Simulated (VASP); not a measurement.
# Mg2Br3 (P1) in VASP: single point with PBE

Aim: the single point of Mg2Br3 with PBE.

Program: VASP 6.6.1. These are calculated values, not measurements. Logs are shortened: lines on timing, memory, paths and dates and some standing lists are left out, and cuts for length are marked.

**1. The cell of the first run**

The typed cell holds 10 atoms: a = 5.381 Å, b = 5.382 Å, c = 10.761 Å, α = 88.68°, β = 88.67°, γ = 88.66°.

**2. Single point, PBE**

INCAR

```
PREC = Accurate
ENCUT = 520
EDIFF = 1E-6
ISMEAR = 0
SIGMA = 0.2
LREAL = F
LASPH = T
NELM = 100
ALGO = Normal
ISIF = 2
LWAVE = F
LCHARG = F
GGA = PE
NBANDS = 36
```

KPOINTS

```
regular mesh
0
Gamma
  4 4 2
```

POSCAR

```
Mg2Br3
1.0
    5.3803835887      0.0617536859      0.0612515447
    0.0638383474      5.3815622558      0.0617740691
    0.1264180227      0.1233909004     10.7594408968
Mg Br
4 6
Direct
    1.0970069925      0.1008601584      0.5557914838
    1.1153963119      0.1107653061      0.0502509505
    0.4896306087      0.4880370913      0.2457405993
    0.4885531681      0.4901748151      0.7430701082
   -0.0203543071      0.4612302966      0.2290841361
   -0.0217243141      0.4644097336      0.7339312078
    0.4641243211     -0.0218340522      0.2292970884
    0.4615116297     -0.0201277453      0.7339621182
    0.4658606747      0.4652579922     -0.0109831741
    0.4599949144      0.4612264042      0.4898554819
```

Potentials or basis: VASP PAW PBE potentials, release 64 (Mg, Br).

Run with:

```bash
cat potpaw_PBE.64/Mg/POTCAR potpaw_PBE.64/Br/POTCAR > POTCAR
mpirun -np 1 vasp_std > vasp.out
```

OUTCAR:

```text
PREC = Accurate
   ENCUT = 520
   EDIFF = 1E-6
   ISMEAR = 0
   LREAL = F
   LASPH = T
   NELM = 100
   ISIF = 2
   GGA = PE

 ion  position               nearest neighbor table
   1  0.097  0.101  0.556-   6 2.82   8 2.83  10 2.85
   2  0.115  0.111  0.050-   9 2.77   7 2.79   5 2.80   3 3.63
   3  0.490  0.488  0.246-  10 2.63   5 2.64   7 2.64   7 2.76   5 2.76   9 2.77   2 3.63
   4  0.489  0.490  0.743-   6 2.64   8 2.64   9 2.65  10 2.74   6 2.76   8 2.76
   5  0.980  0.461  0.229-   3 2.64   3 2.76   2 2.80
   6  0.978  0.464  0.734-   4 2.64   4 2.76   1 2.82
   7  0.464  0.978  0.229-   3 2.64   3 2.76   2 2.79
   8  0.462  0.980  0.734-   4 2.64   4 2.76   1 2.83
   9  0.466  0.465  0.989-   4 2.65   2 2.77   3 2.77
  10  0.460  0.461  0.490-   3 2.63   4 2.74   1 2.85

  LATTYP: Found a base centered monoclinic cell.
 ALAT       =    49.5046862016
 B/A-ratio  =     0.1519257843
 C/A-ratio  =     0.2713501862
 COS(beta)  =    -0.9922160695

  Lattice vectors:

 A1 = (  -5.7608963289, -11.0716599983, -21.7036814765)
 A2 = ( -11.0774415702,  -5.7518514284, -21.7031589521)
 A3 = (   5.5706399588,   5.5667068421,  10.8824665106)

Analysis of symmetry for initial positions (statically):
=====================================================================
 Subroutine PRICEL returns:
 Original cell was already a primitive cell.

 Routine SETGRP: Setting up the symmetry group for a
 base centered monoclinic supercell.

 Subroutine GETGRP returns: Found  1 space group operations
 (whereof  1 operations were pure point group operations)
 out of a pool of  4 trial point group operations.

The static configuration has the point symmetry C_1 .

Analysis of symmetry for dynamics (positions and initial velocities):
=====================================================================
 Subroutine PRICEL returns:
 Original cell was already a primitive cell.

 Routine SETGRP: Setting up the symmetry group for a
 base centered monoclinic supercell.

 Subroutine GETGRP returns: Found  1 space group operations
 (whereof  1 operations were pure point group operations)
 out of a pool of  4 trial point group operations.

The dynamic configuration has the point symmetry C_1 .

 Subroutine INISYM returns: Found  1 space group operations
 (whereof  1 operations are pure point group operations),
 and found     1 'primitive' translations

[... 110 lines left out ...]
   NFREE  =      0    steps in history (QN), initial steepest desc. (CG)
   ISIF   =      2    stress and relaxation
   ISYM   =      2    0-nonsym 1-usesym 2-fastsym
   POTIM  = 0.5000    time-step for ionic-motion
   TEBEG  =    0.0;   TEEND  =   0.0 temperature during run
   PSTRESS=    0.0 pullay stress
   NELECT =      50.0000    total number of electrons
   NUPDOWN=      -1.0000    fix difference up-down
   EMIN   =  10.00;   EMAX   =-10.00  energy-range for DOS
   EFERMI =   0.00;   METHOD = LEGACY
   ISMEAR =     0;   SIGMA  =   0.20  broadening in eV -4-tet -1-fermi 0-gaus
   EFERMI_NEDOS =   21; number of points for ismear=-14 and -15
   IALGO  =     38    algorithm
   IMIX   =      4    mixing-type and parameters
     AMIX     =   0.40;   BMIX     =  1.00
     AMIX_MAG =   1.60;   BMIX_MAG =  1.00
  volume/ion in A,a.u.               =      31.14       210.15
  Fermi-wavevector in a.u.,A,eV,Ry     =   0.889786  1.681451 10.771985  0.791719
  Thomas-Fermi vector in A             =   2.011391
   LORBIT       =      0    0 simple, 1 ext, 2 COOP (PROOUT), +10 PAW based schemes
   GGA     = PE    functional components
   LHFCALC =     F    Hartree Fock is set to
   AEXX    =    0.0000 exact exchange contribution
   IVDW    =     0    specifies the selected vdW correction
   LEPSILON=     F    determine dielectric tensor
   LRPA    =     F    only Hartree local field effects (RPA)
 non-spin polarized calculation
 Gauss-broadening in eV      SIGMA  =   0.20
  energy-cutoff  :      520.00
  volume of cell :      311.41
 maximum number of plane-waves:      8404
   NGX = 19   NGY = 21   NGZ = 39

 number of electron      50.0000002 magnetization

 Free energy of the ion-electron system (eV)
  ---------------------------------------------------
  ext. energy  EPLUGINS =         0.00000000
  ---------------------------------------------------
  free energy    TOTEN  =       -25.57188237 eV

  energy without entropy =      -25.45093449  energy(sigma->0) =      -25.51140843

 E-fermi :   2.5469     XC(G=0):  -7.7316

 val. band max:        2.4762731151   @ k =   0.2500   0.2500   0.5000
 cond. band min:       2.5541966093   @ k =  -0.2500   0.2500   0.5000
 fundamental gap:      0.0779234942
 Fermi energy:         2.5468594880

 k-point     1 :       0.0000    0.0000    0.0000
  band No.  band energies     occupation
      1     -14.4148      2.00000
      2     -14.2049      2.00000
      3     -13.9293      2.00000
      4     -13.7160      2.00000
      5     -13.7087      2.00000
      6     -13.6980      2.00000
[... 769 lines left out ...]
     35       6.4559      0.00000
     36       6.4785      0.00000

------------------------ aborting loop because EDIFF is reached ----------------------------------------

  FORCE on cell =-STRESS in cart. coord.  units (eV):
  Direction    XX          YY          ZZ          XY          YZ          ZX
  --------------------------------------------------------------------------------------
  -------------------------------------------------------------------------------------
  Total       -0.1347548     -0.1465634     -0.1480928     -0.0021429      0.0022728      0.0024127
  in kB       -0.6932928     -0.7540458     -0.7619146     -0.0110248      0.0116933      0.0124131
  external PRESSURE =      -0.7364178 kB  Pullay stress =       0.0000000 kB

 VOLUME and BASIS-vectors are now :
 -----------------------------------------------------------------------------
  energy-cutoff  :      520.00
  volume of cell :      311.41
      direct lattice vectors                 reciprocal lattice vectors
     5.380383589  0.061753686  0.061251545     0.185909964 -0.002180555 -0.002159342
     0.063838347  5.381562256  0.061774069    -0.002109337  0.185868853 -0.002106789
     0.126418023  0.123390900 10.759440897    -0.001046241 -0.001054731  0.092966021

 POSITION                                       TOTAL-FORCE (eV/Angst)
 -----------------------------------------------------------------------------------
      0.59864      0.61736      5.99218         0.008183      0.005296      0.006385
      0.63430      0.60942      0.55458         0.002608      0.007750      0.005741
      2.69662      2.68696      2.70417        -0.003416     -0.001735     -0.002142
      2.75383      2.75976      8.05522        -0.000795     -0.001091     -0.001655
      5.32927      2.57090      2.55331         0.000082     -0.000078      0.000204
      5.38593      2.65022      7.98530        -0.000190     -0.003500     -0.004957
      2.58860      5.32102      2.55596        -0.000407     -0.000753     -0.000115
      2.63845      5.39231      7.98582        -0.001900     -0.000293     -0.004480
      2.66124      2.65462     10.69854        -0.004275     -0.003553      0.001302
      2.56632      2.57097      5.32724         0.000109     -0.002043     -0.000282
 -----------------------------------------------------------------------------------
    total drift:                               -0.000152     -0.000122     -0.000615

  FREE ENERGIE OF THE ION-ELECTRON SYSTEM (eV)
  ---------------------------------------------------
  free  energy   TOTEN  =       -25.5718823734 eV

  energy  without entropy=      -25.4509344886  energy(sigma->0) =      -25.51140843
```

Wall time 99 s (1 thread of Intel Xeon 6975P-C (Granite Rapids), shared host); peak memory 0.44 GiB.

Results:

| Quantity | Value |
| --- | --- |
| Free energy | -25.5719 eV |
| Pressure | -0.1 GPa |
| Largest force | 0.012 eV/Å |
| Band gap on the k mesh | zero (bands 25 and 26 overlap by 0.77 eV) |

Forces in eV/Å, atoms in the order of the input:
```
Mg   0.008  0.005  0.006
Mg   0.003  0.008  0.006
Mg  -0.003 -0.002 -0.002
Mg  -0.001 -0.001 -0.002
Br   0.000  0.000  0.000
Br   0.000 -0.004 -0.005
Br   0.000 -0.001  0.000
Br  -0.002  0.000 -0.004
Br  -0.004 -0.004  0.001
Br   0.000 -0.002  0.000
```
